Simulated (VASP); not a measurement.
Set up this calculation in VASP 6.6.1, as the native input.

```yaml
Task: single point
Functional: PBE
Potentials_or_basis: VASP PAW PBE potentials, release 64 (Na_pv, Cl)
Cutoff: 520 eV
k_mesh: 6 × 6 × 6
Occupations: gaussian, width 0.01 eV
Spin: no spin polarisation
Dipole_correction: no
Further_INCAR_settings: ALGO = Normal; EDIFF = 1e-07; NBANDS = 14
```

The structure of NaCl lies in POSCAR:

```
NaCl
1.0
    0.0000000000      3.1877982780      3.1877982780
    3.1877982780      0.0000000000      3.1877982780
    3.1877982780      3.1877982780      0.0000000000
Na Cl
1 1
Direct
    0.0000000000      0.0000000000      0.0000000000
    0.2500000000      0.2500000000      0.2500000000
```

This cell differs from its parent crystal: volume changed by +6%.

One way to write it, as run:

INCAR

```
  PREC = Accurate
  ENCUT = 520
  EDIFF = 1E-7
  ISMEAR = 0
  SIGMA = 0.01
  LREAL = F
  LASPH = T
  NELM = 80
  ALGO = Normal
  ISIF = 2
  LWAVE = F
  LCHARG = F
  GGA = PE
  NBANDS = 14
```

KPOINTS

```
Automatic mesh
0
Gamma
  6 6 6
```

Potentials or basis: VASP PAW PBE potentials, release 64 (Na_pv, Cl).

The run is started by

```bash
$ cat potpaw_PBE.64/Na_pv/POTCAR potpaw_PBE.64/Cl/POTCAR > POTCAR
$ mpirun -np 1 vasp_std > vasp.out
```

It gave:

| Quantity | Value |
| --- | --- |
| Pressure | -0.9 GPa |
| Band gap on the k mesh | 4.72 eV, direct |

Wall time 14 s on 1 thread of AMD EPYC 7R13 Processor (Zen 3), with other jobs on the host, peak memory 0.16 GiB.
